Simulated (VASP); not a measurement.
# Os: single point with r2SCAN

The system is Os.

```xyz
1
Lattice="0.0000 1.9450 1.9450 1.9450 0.0000 1.9450 1.9450 1.9450 0.0000" Properties=species:S:1:pos:R:3 pbc="T T T"
Os    0.0000    0.0000    0.0000
```

This isn't the form of Os at room conditions, which is hcp.

| Item | Value |
| --- | --- |
| Program | VASP 6.6.1 |
| Task | single point |
| Functional | r2SCAN |
| Potentials or basis | VASP PAW PBE potentials, release 64 (Os) |
| Cutoff | 520 eV |
| k mesh | 24 × 24 × 24 |
| Occupations | gaussian, width 0.15 eV |
| Spin | no spin polarisation |
| Dipole correction | no |
| Further INCAR settings | ALGO = Normal; EDIFF = 1e-07; NBANDS = 10 |

The pressure is -16.3 GPa and the band gap on the k mesh is zero (bands 4 and 5 overlap by 3.67 eV).

Levels at points of the mesh, in eV from the Fermi level:
```
           k point  band 1  band 2  band 3  band 4  band 5  band 6  band 7  band 8
(0.00, 0.00, 0.00)  -10.84   -2.88   -2.88   -2.88    0.03    0.03   14.97   20.83
(0.50, 0.00, 0.00)   -7.57   -3.05   -3.05   -0.22    2.35    2.35    8.84   14.55
(0.50, 0.50, 0.00)   -7.39   -6.69    2.29    2.31    3.02    3.02   12.13   12.57
```

Run time: 4.1 min on 1 thread of Intel Xeon 8259CL, on a shared host, peak memory 0.18 GiB.

Caveat: the cell stands under tension; the PAW data sets were made with another functional, which shifts forces and pressure a little; spin-orbit coupling is left out, which moves the levels of the heavy elements.
